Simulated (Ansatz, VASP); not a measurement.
This is a calculation of TiO2 for Ansatz 0.2.0.

Contents of input.yaml:

```yaml
crystal:
  lattice:
    - [4.6303007105, 0.0, 0.0]
    - [0.0, 4.6303007105, 0.0]
    - [0.0, 0.0, 2.9788115719]
  atoms:
    - { symbol: Ti, position: [0.0, 0.0, 0.5] }
    - { symbol: Ti, position: [0.5, 0.5, 0.0] }
    - { symbol: O, position: [0.30432132, 0.30432132, 0.5] }
    - { symbol: O, position: [0.19567868, 0.80432132, 0.0] }
    - { symbol: O, position: [0.80432132, 0.19567868, 0.0] }
    - { symbol: O, position: [0.69567868, 0.69567868, 0.5] }
kpoints:
  mp_grid: { grid: [6, 6, 9] }
scf:
  occupations: { method: fermi_dirac, width: 0.05 }
hamiltonian:
  xc: pbesol
  pseudopotentials: { kind: all_electron, lapw: { basis_error: 0.001 } }
output:
  forces: true
  stress: true
  eigenvalues: true
```

Potentials or basis: all-electron LAPW, scalar-relativistic.

Run with:

```console
$ ansatz run input.yaml --threads 4 --pin off --max-ram 12288MiB --backend cpu --events-out ev --progress --plain --runs-dir out
```

**Question.** Translate it to VASP 6.6.1. Potentials there: VASP PAW PBE potentials, release 64 (Ti_sv, O).

**Answer.** As run (the cutoff follows the program's own potentials):

File INCAR:

```
SYSTEM = TiO2
PREC = Accurate ; ENCUT = 520
EDIFF = 1E-6 ; ISMEAR = -1
SIGMA = 0.05 ; LREAL = .False.
LASPH = .True. ; NELM = 100
ALGO = Normal ; ISIF = 2
LWAVE = .False. ; LCHARG = .False.
GGA = PS ; NBANDS = 33
```

Contents of KPOINTS:

```
regular mesh
0
Gamma
  6 6 9
  0 0 0
```

Contents of POSCAR:

```
TiO2
1.0
    4.6303007105      0.0000000000      0.0000000000
    0.0000000000      4.6303007105      0.0000000000
    0.0000000000      0.0000000000      2.9788115719
Ti O
2 4
Direct
    0.0000000000      0.0000000000      0.5000000000
    0.5000000000      0.5000000000      0.0000000000
    0.3043213200      0.3043213200      0.5000000000
    0.1956786800      0.8043213200      0.0000000000
    0.8043213200      0.1956786800      0.0000000000
    0.6956786800      0.6956786800      0.5000000000
```

Potentials or basis: VASP PAW PBE potentials, release 64 (Ti_sv, O).

Command:

```sh
$ cat potpaw_PBE.64/Ti_sv/POTCAR potpaw_PBE.64/O/POTCAR > POTCAR
$ mpirun -np 1 vasp_std > vasp.out
```

Both were run:

|  | VASP | Ansatz | Ansatz less VASP |
| --- | --- | --- | --- |
| gap on the k mesh at the Fermi level (eV) | 1.76 | 1.78 | +0.020 |
| least direct gap on the mesh (eV) | 1.76 | 1.78 | +0.020 |
| pressure (GPa) | -6.6 | -7.2 | -0.61 |
| traceless stress, the component that is largest in VASP (GPa) | -1.89 | -2.08 | -0.194 |
| rms of the force components (eV/Å) | 0.064 | 0.075 | +0.0109 |

VASP's potentials were made for PBE, not for PBEsol. Atom by atom the forces differ by 0.011 eV/Å (rms over components). Ansatz ran all-electron here, and VASP with PAW potentials.
